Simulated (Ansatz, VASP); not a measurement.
## Zn: VASP beside Ansatz

The input INCAR:

```
SYSTEM = Zn
  ALGO = Normal
  EDIFF = 1E-6
  ENCUT = 520
  ISIF = 2
  ISMEAR = -1
  LASPH = .TRUE.
  LCHARG = .FALSE.
  LREAL = .FALSE.
  LWAVE = .FALSE.
  NBANDS = 19
  NELM = 60
  PREC = Accurate
  SIGMA = 0.1
```

File KPOINTS:

```
k-points
0
G
  23 23 11
  0 0 0
```

The input POSCAR:

```
Zn
1.0
    2.6699529417      0.0000000000      0.0000000000
   -1.3349764708      2.3122470744      0.0000000000
    0.0000000000      0.0000000000      4.9185286322
Zn
2
Direct
    0.3333333333      0.6666666667      0.2500000000
    0.6666666667      0.3333333333      0.7500000000
```

Input for Ansatz:

```yaml
crystal:
  lattice:
    - [2.6699529359, 0.0, 0.0]
    - [-1.334976468, 2.3122470694, 0.0]
    - [0.0, 0.0, 4.91852865]
  atoms:
    - { symbol: Zn, position: [0.3333333333, 0.6666666667, 0.25] }
    - { symbol: Zn, position: [0.6666666667, 0.3333333333, 0.75] }
hamiltonian:
  xc: lda
  pseudopotentials:
    kind: paw
    azcp:
      Zn: "pseudopotentials/Zn.paw.azcp"
basis:
  ecutwfc: 420
  fft_grid_basis: typed
kpoints:
  mp_grid: { grid: [23, 23, 11], shift: [0, 0, 0] }
magnetization:
  spin_polarized: false
scf:
  occupations: { method: fermi_dirac, width: 0.1 }
output:
  stress: true
```

Alike in both runs: task single point; functional LDA; k mesh 23 × 23 × 11; occupations fermi-dirac, width 0.1 eV; no spin polarisation.

|  | VASP | Ansatz |
| --- | --- | --- |
| version | VASP 6.6.1 | Ansatz 0.2.0 |
| potentials or method | VASP PAW LDA potentials, release 64 (Zn), cutoff 520 eV | plane waves (420 eV) with PAW, scalar-relativistic |
| valence electrons in the cell | 24 | 24 |

```tsv
	VASP	Ansatz	Ansatz less VASP
pressure (GPa)	-8.4	-8.8	-0.44
traceless stress, the component that is largest in VASP (GPa)	2.07	2.23	+0.162
```

Ansatz warns that its potentials were made for another functional, while VASP's fit it. LDA's correlation is that of Perdew and Zunger in VASP and of Perdew and Wang (1992) in Ansatz.
